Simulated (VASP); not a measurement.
SiO2, 12 atoms in the cell. The structure is tetragonal, space group I4/mmm (No. 139). The conventional cell has a = 8.944 Å, b = 8.944 Å, c = 5.224 Å, α = 90.00°, β = 90.00°, γ = 90.00°. Si (site symmetry m2m) has 4 O at 1.60 to 1.61 Å within 2.1 Å. O (site symmetry 2/m) has 2 Si at 1.60 Å within 2.1 Å. O (site symmetry m2m) has 2 Si at 1.61 Å within 2.1 Å. 

| Item | Value |
| --- | --- |
| Program | VASP 6.6.1 |
| Task | electric field gradients |
| Functional | revPBE |
| Potentials or basis | VASP PAW PBE potentials, release 64 (Si, O) |
| Cutoff | 520 eV |
| k mesh | 4 × 4 × 4 |
| Occupations | fermi-dirac, width 0.02 eV |
| Spin | no spin polarisation |
| Dipole correction | no |
| Charge | -1 |
| Further INCAR settings | ALGO = Normal; EDIFF = 1e-08; NBANDS = 44; NELECT = 65.0 |

Potentials or basis: VASP PAW PBE potentials, release 64 (Si, O).

Launch:

```console
$ cat potpaw_PBE.64/Si/POTCAR potpaw_PBE.64/O/POTCAR > POTCAR
$ mpirun -np 1 vasp_std > vasp.out
```

Hardware: 1 thread of AMD EPYC 9R45 96-Core Processor (Zen 5), with other jobs on the host.

Question: Estimate the wall time of this run.

Answer: Wall time 3.2 min on 1 thread of AMD EPYC 9R45 96-Core Processor (Zen 5), on a shared host, peak memory 0.38 GiB. Counts: scf iterations 20, k points 13.
